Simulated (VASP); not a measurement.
# WF2 (P4_2/mnm) in VASP: single point with PBE+U

Aim: the single point of WF2 with PBE+U.

Everything below comes from runs of VASP 6.6.1. Logs are shortened: lines on timing, memory, paths and dates and some standing lists are left out, and cuts for length are marked.

## 1. The cell of the first run

The structure is tetragonal, space group P4_2/mnm (No. 136). The conventional cell has a = 4.923 Å, b = 4.923 Å, c = 4.141 Å, α = 90.00°, β = 90.00°, γ = 90.00°. Within 2.9 Å of W (site symmetry mmm) lie 6 F at 2.16 to 2.46 Å. Within 2.9 Å of F (site symmetry m2m) lie 3 W at 2.16 to 2.46 Å and 1 F at 2.65 Å.

## 2. Single point, PBE+U

Contents of INCAR:

```
SYSTEM = WF2
PREC = Accurate
ENCUT = 600
EDIFF = 1E-6
ISMEAR = 0
SIGMA = 0.1
LREAL = .FALSE.
LASPH = .TRUE.
NELM = 200
ALGO = Normal
ISIF = 2
LWAVE = .FALSE.
LCHARG = .FALSE.
LMAXMIX = 4
LDAU = .TRUE.
LDAUTYPE = 2
LDAUL = 2 -1
LDAUU = 6.2 0
LDAUJ = 0 0
LDAUPRINT = 1
GGA = PE
NBANDS = 37
GGA_COMPAT = .FALSE.
```

Contents of KPOINTS:

```
regular mesh
0
G
  8 8 8
  0 0 0
```

Contents of POSCAR:

```
WF2
1.0
    4.9226722698      0.0000000000      0.0000000000
    0.0000000000      4.9226722698      0.0000000000
    0.0000000000      0.0000000000      4.1412370965
W F
2 4
Direct
    0.0000000000      0.0000000000      0.0000000000
    0.5000000000      0.5000000000      0.5000000000
    0.3097010678      0.3097010678      0.0000000000
    0.6902989322      0.6902989322      0.0000000000
    0.8097010678      0.1902989322      0.5000000000
    0.1902989322      0.8097010678      0.5000000000
```

Potentials or basis: VASP PAW PBE potentials, release 64 (W_sv, F).

Command:

```sh
$ cat potpaw_PBE.64/W_sv/POTCAR potpaw_PBE.64/F/POTCAR > POTCAR
$ mpirun -np 1 vasp_std > vasp.out
```

OUTCAR:

```text
SYSTEM = WF2
   PREC = Accurate
   ENCUT = 600
   EDIFF = 1E-6
   ISMEAR = 0
   LREAL = .FALSE.
   LASPH = .TRUE.
   NELM = 200
   ISIF = 2
   GGA = PE

 ion  position               nearest neighbor table
   1  0.000  0.000  0.000-   3 2.16   4 2.16   5 2.46   6 2.46   5 2.46   6 2.46
   2  0.500  0.500  0.500-   5 2.16   6 2.16   3 2.46   4 2.46   3 2.46   4 2.46
   3  0.310  0.310  0.000-   1 2.16   2 2.46   2 2.46
   4  0.690  0.690  0.000-   1 2.16   2 2.46   2 2.46
   5  0.810  0.190  0.500-   2 2.16   1 2.46   1 2.46
   6  0.190  0.810  0.500-   2 2.16   1 2.46   1 2.46

  LATTYP: Found a simple tetragonal cell.
 ALAT       =     4.9226722698
 C/A-ratio  =     0.8412579326

  Lattice vectors:

 A1 = (   4.9226722698,   0.0000000000,   0.0000000000)
 A2 = (   0.0000000000,   4.9226722698,   0.0000000000)
 A3 = (   0.0000000000,   0.0000000000,   4.1412370965)

Analysis of symmetry for initial positions (statically):
=====================================================================
 Subroutine PRICEL returns:
 Original cell was already a primitive cell.

 Routine SETGRP: Setting up the symmetry group for a
 simple tetragonal supercell.

 Subroutine GETGRP returns: Found 16 space group operations
 (whereof  8 operations were pure point group operations)
 out of a pool of 16 trial point group operations.

The static configuration has the point symmetry D_2h.
 The point group associated with its full space group is D_4h.

Analysis of symmetry for dynamics (positions and initial velocities):
=====================================================================
 Subroutine PRICEL returns:
 Original cell was already a primitive cell.

 Routine SETGRP: Setting up the symmetry group for a
 simple tetragonal supercell.

 Subroutine GETGRP returns: Found 16 space group operations
 (whereof  8 operations were pure point group operations)
 out of a pool of 16 trial point group operations.

The dynamic configuration has the point symmetry D_2h.
 The point group associated with its full space group is D_4h.

 Subroutine INISYM returns: Found 16 space group operations
 (whereof  8 operations are pure point group operations),
 and found     1 'primitive' translations

----------------------------------------------------------------------------------------

                                     Primitive cell

  volume of cell :     100.3534

  direct lattice vectors                    reciprocal lattice vectors
     4.922672270  0.000000000  0.000000000     0.203141697  0.000000000  0.000000000
     0.000000000  4.922672270  0.000000000     0.000000000  0.203141697  0.000000000
     0.000000000  0.000000000  4.141237097     0.000000000  0.000000000  0.241473738

  length of vectors
     4.922672270  4.922672270  4.141237097     0.203141697  0.203141697  0.241473738

  position of ions in fractional coordinates (direct lattice)
     0.000000000  0.000000000  0.000000000
     0.500000000  0.500000000  0.500000000
     0.309701068  0.309701068  0.000000000
     0.690298932  0.690298932  0.000000000
     0.809701068  0.190298932  0.500000000
     0.190298932  0.809701068  0.500000000

  ion indices of the primitive-cell ions
   primitive index   ion index
                 1           1
                 2           2
                 3           3
                 4           4
                 5           5
                 6           6

----------------------------------------------------------------------------------------

 KPOINTS: regular mesh

Automatic generation of k-mesh.
 Grid dimensions read from file:
 generate k-points for:    8    8    8

 Generating k-lattice:

  Cartesian coordinates                     Fractional coordinates (reciprocal lattice)
     0.025392712  0.000000000  0.000000000     0.125000000  0.000000000  0.000000000
     0.000000000  0.025392712  0.000000000     0.000000000  0.125000000  0.000000000
     0.000000000  0.000000000  0.030184217     0.000000000  0.000000000  0.125000000

  Length of vectors
     0.025392712  0.025392712  0.030184217

[... 58 lines left out ...]
   NFREE  =      0    steps in history (QN), initial steepest desc. (CG)
   ISIF   =      2    stress and relaxation
   ISYM   =      2    0-nonsym 1-usesym 2-fastsym
   POTIM  = 0.5000    time-step for ionic-motion
   TEBEG  =    0.0;   TEEND  =   0.0 temperature during run
   PSTRESS=    0.0 pullay stress
   NELECT =      56.0000    total number of electrons
   NUPDOWN=      -1.0000    fix difference up-down
   EMIN   =  10.00;   EMAX   =-10.00  energy-range for DOS
   EFERMI =   0.00;   METHOD = LEGACY
   ISMEAR =     0;   SIGMA  =   0.10  broadening in eV -4-tet -1-fermi 0-gaus
   EFERMI_NEDOS =   21; number of points for ismear=-14 and -15
   IALGO  =     38    algorithm
   IMIX   =      4    mixing-type and parameters
     AMIX     =   0.40;   BMIX     =  1.00
     AMIX_MAG =   1.60;   BMIX_MAG =  1.00
  volume/ion in A,a.u.               =      16.73       112.87
  Fermi-wavevector in a.u.,A,eV,Ry     =   1.347804  2.546981 24.716025  1.816577
  Thomas-Fermi vector in A             =   2.475525
   LORBIT       =      0    0 simple, 1 ext, 2 COOP (PROOUT), +10 PAW based schemes
 LDA+U is selected, type is set to LDAUTYPE =  2
   angular momentum for each species LDAUL =     2   -1
   U (eV)           for each species LDAUU =   6.2  0.0
   J (eV)           for each species LDAUJ =   0.0  0.0
   GGA     = PE    functional components
   LHFCALC =     F    Hartree Fock is set to
   AEXX    =    0.0000 exact exchange contribution
   IVDW    =     0    specifies the selected vdW correction
   LEPSILON=     F    determine dielectric tensor
   LRPA    =     F    only Hartree local field effects (RPA)
 non-spin polarized calculation
 Gauss-broadening in eV      SIGMA  =   0.10
  energy-cutoff  :      600.00
  volume of cell :      100.35
 maximum number of plane-waves:      3370
 NGX is ok and might be reduce to    40
   NGX = 19   NGY = 19   NGZ = 17

atom =   1  type =  1  l = 2

 onsite density matrix

spin component  1

  0.4553  0.0000  0.3095  0.0000  0.0000
  0.0000  0.4321  0.0000  0.3958  0.0000
  0.3095  0.0000  0.3409  0.0000 -0.0000
  0.0000  0.3958  0.0000  0.4321  0.0000
  0.0000  0.0000 -0.0000  0.0000  0.0219

spin component  2

  0.4553  0.0000  0.3095  0.0000  0.0000
  0.0000  0.4321  0.0000  0.3958  0.0000
  0.3095  0.0000  0.3409  0.0000 -0.0000
  0.0000  0.3958  0.0000  0.4321  0.0000
  0.0000  0.0000 -0.0000  0.0000  0.0219

 occupancies and eigenvectors

  o =  0.0219  v =  0.0000  0.0000 -0.0000  0.0000 -1.0000  0.0000  0.0000  0.0000  0.0000  0.0000      0.0000  0.0000  0.0000  0.0000  0.0000  0.0000  0.0000  0.0000  0.0000  0.0000
  o =  0.0219  v =  0.0000  0.0000  0.0000  0.0000  0.0000  0.0000  0.0000 -0.0000  0.0000 -1.0000      0.0000  0.0000  0.0000  0.0000  0.0000  0.0000  0.0000  0.0000  0.0000  0.0000
  o =  0.0363  v =  0.0000  0.7071  0.0000 -0.7071  0.0000  0.0000  0.0000  0.0000  0.0000  0.0000      0.0000  0.0000  0.0000  0.0000  0.0000  0.0000  0.0000  0.0000  0.0000  0.0000
  o =  0.0363  v =  0.0000  0.0000  0.0000  0.0000  0.0000  0.0000  0.7071  0.0000 -0.7071  0.0000      0.0000  0.0000  0.0000  0.0000  0.0000  0.0000  0.0000  0.0000  0.0000  0.0000
  o =  0.0833  v =  0.0000  0.0000  0.0000  0.0000  0.0000 -0.6397  0.0000  0.7687  0.0000 -0.0000      0.0000  0.0000  0.0000  0.0000  0.0000  0.0000  0.0000  0.0000  0.0000  0.0000
  o =  0.0833  v = -0.6397  0.0000  0.7687  0.0000 -0.0000  0.0000  0.0000  0.0000  0.0000  0.0000      0.0000  0.0000  0.0000  0.0000  0.0000  0.0000  0.0000  0.0000  0.0000  0.0000
  o =  0.7129  v = -0.7687 -0.0000 -0.6397  0.0000  0.0000  0.0000  0.0000  0.0000  0.0000  0.0000      0.0000  0.0000  0.0000  0.0000  0.0000  0.0000  0.0000  0.0000  0.0000  0.0000
  o =  0.7129  v =  0.0000  0.0000  0.0000  0.0000  0.0000 -0.7687 -0.0000 -0.6397  0.0000  0.0000      0.0000  0.0000  0.0000  0.0000  0.0000  0.0000  0.0000  0.0000  0.0000  0.0000
  o =  0.8279  v =  0.0000  0.0000  0.0000  0.0000  0.0000  0.0000  0.7071  0.0000  0.7071  0.0000      0.0000  0.0000  0.0000  0.0000  0.0000  0.0000  0.0000  0.0000  0.0000  0.0000
  o =  0.8279  v =  0.0000  0.7071  0.0000  0.7071  0.0000  0.0000  0.0000  0.0000  0.0000  0.0000      0.0000  0.0000  0.0000  0.0000  0.0000  0.0000  0.0000  0.0000  0.0000  0.0000

atom =   2  type =  1  l = 2

 onsite density matrix

spin component  1

  0.4553  0.0000 -0.3095  0.0000 -0.0000
  0.0000  0.4321  0.0000 -0.3958  0.0000
 -0.3095  0.0000  0.3409  0.0000  0.0000
  0.0000 -0.3958  0.0000  0.4321  0.0000
 -0.0000  0.0000  0.0000  0.0000  0.0219

spin component  2

  0.4553  0.0000 -0.3095  0.0000 -0.0000
  0.0000  0.4321  0.0000 -0.3958  0.0000
 -0.3095  0.0000  0.3409  0.0000  0.0000
  0.0000 -0.3958  0.0000  0.4321  0.0000
 -0.0000  0.0000  0.0000  0.0000  0.0219

 occupancies and eigenvectors

  o =  0.0219  v =  0.0000 -0.0000  0.0000  0.0000 -1.0000  0.0000  0.0000  0.0000  0.0000  0.0000      0.0000  0.0000  0.0000  0.0000  0.0000  0.0000  0.0000  0.0000  0.0000  0.0000
  o =  0.0219  v =  0.0000  0.0000  0.0000  0.0000  0.0000  0.0000 -0.0000  0.0000  0.0000 -1.0000      0.0000  0.0000  0.0000  0.0000  0.0000  0.0000  0.0000  0.0000  0.0000  0.0000
  o =  0.0363  v =  0.0000 -0.7071  0.0000 -0.7071  0.0000  0.0000  0.0000  0.0000  0.0000  0.0000      0.0000  0.0000  0.0000  0.0000  0.0000  0.0000  0.0000  0.0000  0.0000  0.0000
  o =  0.0363  v =  0.0000  0.0000  0.0000  0.0000  0.0000  0.0000 -0.7071  0.0000 -0.7071  0.0000      0.0000  0.0000  0.0000  0.0000  0.0000  0.0000  0.0000  0.0000  0.0000  0.0000
  o =  0.0833  v =  0.0000  0.0000  0.0000  0.0000  0.0000 -0.6397  0.0000 -0.7687  0.0000 -0.0000      0.0000  0.0000  0.0000  0.0000  0.0000  0.0000  0.0000  0.0000  0.0000  0.0000
  o =  0.0833  v = -0.6397  0.0000 -0.7687  0.0000 -0.0000  0.0000  0.0000  0.0000  0.0000  0.0000      0.0000  0.0000  0.0000  0.0000  0.0000  0.0000  0.0000  0.0000  0.0000  0.0000
  o =  0.7129  v = -0.7687  0.0000  0.6397  0.0000  0.0000  0.0000  0.0000  0.0000  0.0000  0.0000      0.0000  0.0000  0.0000  0.0000  0.0000  0.0000  0.0000  0.0000  0.0000  0.0000
  o =  0.7129  v =  0.0000  0.0000  0.0000  0.0000  0.0000 -0.7687  0.0000  0.6397  0.0000  0.0000      0.0000  0.0000  0.0000  0.0000  0.0000  0.0000  0.0000  0.0000  0.0000  0.0000
  o =  0.8279  v =  0.0000  0.0000  0.0000  0.0000  0.0000  0.0000 -0.7071  0.0000  0.7071  0.0000      0.0000  0.0000  0.0000  0.0000  0.0000  0.0000  0.0000  0.0000  0.0000  0.0000
  o =  0.8279  v =  0.0000 -0.7071  0.0000  0.7071  0.0000  0.0000  0.0000  0.0000  0.0000  0.0000      0.0000  0.0000  0.0000  0.0000  0.0000  0.0000  0.0000  0.0000  0.0000  0.0000

 number of electron      56.0000003 magnetization

 Free energy of the ion-electron system (eV)
  ---------------------------------------------------
  ext. energy  EPLUGINS =         0.00000000
  ---------------------------------------------------
  free energy    TOTEN  =       -26.79252477 eV

  energy without entropy =      -26.79252474  energy(sigma->0) =      -26.79252475

 E-fermi :   3.6825     XC(G=0):  -9.6036

 val. band max:        3.3356045126   @ k =   0.2500   0.2500   0.5000
 cond. band min:       3.9873441163   @ k =   0.0000   0.0000   0.0000
 fundamental gap:      0.6517396037
 Fermi energy:         3.6825343753

 k-point     1 :       0.0000    0.0000    0.0000
  band No.  band energies     occupation
      1     -70.6294      2.00000
      2     -70.6287      2.00000
      3     -34.9860      2.00000
      4     -34.9859      2.00000
      5     -34.9472      2.00000
      6     -34.9472      2.00000
[... 949 lines left out ...]
     36       8.8135      0.00000
     37      10.3534      0.00000

 [... further k-points ...]

------------------------ aborting loop because EDIFF is reached ----------------------------------------

  FORCE on cell =-STRESS in cart. coord.  units (eV):
  Direction    XX          YY          ZZ          XY          YZ          ZX
  --------------------------------------------------------------------------------------
  -------------------------------------------------------------------------------------
  Total       -2.8088702     -2.8088702    -10.2756797      0.0000000      0.0000000      0.0000000
  in kB      -44.8446165    -44.8446165   -164.0548972      0.0000000      0.0000000      0.0000000
  external PRESSURE =     -84.5813767 kB  Pullay stress =       0.0000000 kB

 VOLUME and BASIS-vectors are now :
 -----------------------------------------------------------------------------
  energy-cutoff  :      600.00
  volume of cell :      100.35
      direct lattice vectors                 reciprocal lattice vectors
     4.922672270  0.000000000  0.000000000     0.203141697  0.000000000  0.000000000
     0.000000000  4.922672270  0.000000000     0.000000000  0.203141697  0.000000000
     0.000000000  0.000000000  4.141237097     0.000000000  0.000000000  0.241473738

 POSITION                                       TOTAL-FORCE (eV/Angst)
 -----------------------------------------------------------------------------------
      0.00000      0.00000      0.00000         0.000000      0.000000      0.000000
      2.46134      2.46134      2.07062         0.000000      0.000000      0.000000
      1.52456      1.52456      0.00000         0.319623      0.319623     -0.000000
      3.39812      3.39812      0.00000        -0.319623     -0.319623      0.000000
      3.98589      0.93678      2.07062         0.319623     -0.319623      0.000000
      0.93678      3.98589      2.07062        -0.319623      0.319623     -0.000000
 -----------------------------------------------------------------------------------
    total drift:                                0.000000     -0.000000     -0.000000

  FREE ENERGIE OF THE ION-ELECTRON SYSTEM (eV)
  ---------------------------------------------------
  free  energy   TOTEN  =       -26.7925247656 eV

  energy  without entropy=      -26.7925247434  energy(sigma->0) =      -26.79252475
```

Run time: 6 min. Hardware: 1 thread of Intel Xeon 6975P-C, shared host; peak memory 0.41 GiB.

Results:

```yaml
Free_energy: -26.7925 eV
Pressure: -8.5 GPa
Largest_force: 0.452 eV/Å
Band_gap_on_the_k_mesh: 0.65 eV, indirect (least direct gap 1.18 eV)
```

Forces on the atoms (eV/Å):
```
W    0.000  0.000  0.000
W    0.000  0.000  0.000
F    0.320  0.320  0.000
F   -0.320 -0.320  0.000
F    0.320 -0.320  0.000
F   -0.320  0.320  0.000
```

Eigenvalues of the final occupation matrices:
| site | spin | trace | eigenvalues |
| --- | --- | --- | --- |
| site 1 d | 1 | 1.68 | 0.02 0.04 0.08 0.71 0.83 |
| site 1 d | 2 | 1.68 | 0.02 0.04 0.08 0.71 0.83 |
| site 2 d | 1 | 1.68 | 0.02 0.04 0.08 0.71 0.83 |
| site 2 d | 2 | 1.68 | 0.02 0.04 0.08 0.71 0.83 |

Caveat: spin-orbit coupling is left out, which moves the levels of the heavy elements. A k mesh can miss the band edges.
